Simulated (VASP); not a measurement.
# BC62 (a cell with a defect): single point with PBE+D3(BJ)

Crystal: BC62 (a cell with a defect).

```
C B
1.0
     7.14000    0.00000    0.00000
     0.00000    7.14000    0.00000
     0.00000    0.00000    7.14000
C B
62 1
Direct
  0.49943 0.00182 0.99882
  0.62540 0.12409 0.12459
  0.75037 0.25090 0.99856
  0.87595 0.37439 0.12509
  0.75573 0.00573 0.23880
  0.87189 0.12189 0.37284
  0.00090 0.00037 0.99856
  0.12439 0.12595 0.12509
  0.25046 0.25099 0.00046
  0.37599 0.37606 0.12599
  0.50171 0.50117 0.00117
  0.63147 0.62546 0.12546
  0.75182 0.74943 0.99882
  0.87409 0.87540 0.12459
  0.24882 0.00182 0.24943
  0.37459 0.12409 0.37540
  0.50033 0.24956 0.25033
  0.62474 0.37450 0.37474
  0.75182 0.49882 0.24943
  0.87409 0.62459 0.37540
  0.48880 0.00573 0.50573
  0.62284 0.12189 0.62189
  0.74862 0.24812 0.49862
  0.87426 0.37362 0.62426
  0.74862 0.99862 0.74812
  0.87426 0.12426 0.87362
  0.00099 0.50046 0.00046
  0.12606 0.62599 0.12599
  0.25117 0.75171 0.00117
  0.37546 0.88147 0.12546
  0.00048 0.25048 0.24959
  0.12512 0.37512 0.37507
  0.25117 0.50117 0.25171
  0.37546 0.62546 0.38147
  0.99812 0.99862 0.49862
  0.12362 0.12426 0.62426
  0.24856 0.25090 0.50037
  0.37509 0.37439 0.62595
  0.49943 0.49882 0.50182
  0.62540 0.62459 0.62409
  0.75573 0.73880 0.50573
  0.87189 0.87284 0.62189
  0.24856 0.00037 0.75090
  0.37509 0.12595 0.87439
  0.49959 0.25048 0.75048
  0.62507 0.37512 0.87512
  0.75037 0.49856 0.75090
  0.87595 0.62509 0.87439
  0.99956 0.75033 0.25033
  0.12450 0.87474 0.37474
  0.00090 0.49856 0.50037
  0.12439 0.62509 0.62595
  0.24882 0.74943 0.50182
  0.37459 0.87540 0.62409
  0.99953 0.24953 0.74953
  0.12519 0.37519 0.87519
  0.25046 0.50046 0.75099
  0.37599 0.62599 0.87606
  0.50033 0.75033 0.74956
  0.62474 0.87474 0.87450
  0.00048 0.74959 0.75048
  0.12512 0.87507 0.87512
  0.50060 0.75060 0.25060
```

| Property | Result |
| --- | --- |
| Program | VASP 6.6.1 |
| Task | single point |
| Functional | PBE |
| Dispersion | D3(BJ) |
| Potentials or basis | VASP PAW PBE potentials, release 64 (C, B) |
| Cutoff | 520 eV |
| k mesh | 2 × 2 × 2 |
| Occupations | fermi-dirac, width 0.02 eV |
| Spin | no spin polarisation |
| Dipole correction | no |
| Charge | -1 |
| Further INCAR settings | LREAL = Auto; ALGO = Normal; EDIFF = 1e-07; NBANDS = 162; NELECT = 252.0 |

```json
{
 "Largest force": "0.021 eV/Å",
 "Dispersion energy per atom": "-0.191 eV"
}
```

Forces in eV/Å, atoms in the order of the input:
```
C    0.003 -0.004 -0.005
C    0.001  0.003 -0.004
C   -0.007 -0.002  0.004
C   -0.007  0.007 -0.003
C   -0.012 -0.012  0.013
C    0.001  0.001  0.012
C   -0.002 -0.007  0.004
C    0.007 -0.007 -0.003
C   -0.003  0.001 -0.003
C   -0.003  0.006 -0.003
C   -0.002 -0.004 -0.004
C   -0.010  0.003  0.003
C   -0.004  0.003 -0.005
C    0.003  0.001 -0.004
C   -0.005 -0.004  0.003
C   -0.004  0.003  0.001
C    0.000  0.009  0.000
C    0.000  0.004  0.000
C   -0.004 -0.005  0.003
C    0.003 -0.004  0.001
C    0.013 -0.012 -0.012
C    0.012  0.001  0.001
C    0.002  0.000  0.002
C   -0.002  0.005 -0.002
C    0.002  0.002  0.000
C   -0.002 -0.002  0.005
C    0.001 -0.003 -0.003
C    0.006 -0.003 -0.003
C   -0.004 -0.002 -0.004
C    0.003 -0.010  0.003
C    0.010  0.010 -0.001
C   -0.005 -0.005  0.002
C   -0.004 -0.004 -0.002
C    0.003  0.003 -0.010
C    0.000  0.002  0.002
C    0.005 -0.002 -0.002
C    0.004 -0.002 -0.007
C   -0.003  0.007 -0.007
C    0.003 -0.005 -0.004
C    0.001 -0.004  0.003
C   -0.012  0.013 -0.012
C    0.001  0.012  0.001
C    0.004 -0.007 -0.002
C   -0.003 -0.007  0.007
C   -0.001  0.010  0.010
C    0.002 -0.005 -0.005
C   -0.007  0.004 -0.002
C   -0.007 -0.003  0.007
C    0.009  0.000  0.000
C    0.004  0.000  0.000
C   -0.002  0.004 -0.007
C    0.007 -0.003 -0.007
C   -0.005  0.003 -0.004
C   -0.004  0.001  0.003
C    0.006  0.006  0.006
C   -0.001 -0.001 -0.001
C   -0.003 -0.003  0.001
C   -0.003 -0.003  0.006
C    0.000  0.000  0.009
C    0.000  0.000  0.004
C    0.010 -0.001  0.010
C   -0.005  0.002 -0.005
B    0.006  0.006  0.006
```

Levels at points of the mesh, in eV from the Fermi level:
```
           k point  band 123  band 124  band 125  band 126  band 127  band 128
(0.00, 0.00, 0.00)     -2.16     -2.16     -2.04      0.32      0.32      2.16
(0.50, 0.00, 0.00)     -3.25     -3.08     -2.41     -0.16     -0.01      1.82
(0.50, 0.50, 0.00)     -2.77     -2.49     -2.33     -0.30      0.12      1.83
(0.50, 0.50, 0.50)     -3.40     -2.93     -2.93      0.12      0.12      2.07
```

Run time: 6.4 min on 1 thread of Oxide Virtual Turin-like Processor, on a shared host, peak memory 0.46 GiB.

Caveat: the k points lie up to 0.44 Å⁻¹ apart; the cell carries a net charge on a neutralising background, which shifts energy and pressure; the cell is charged against a uniform background, so pressure and absolute levels hang on convention.
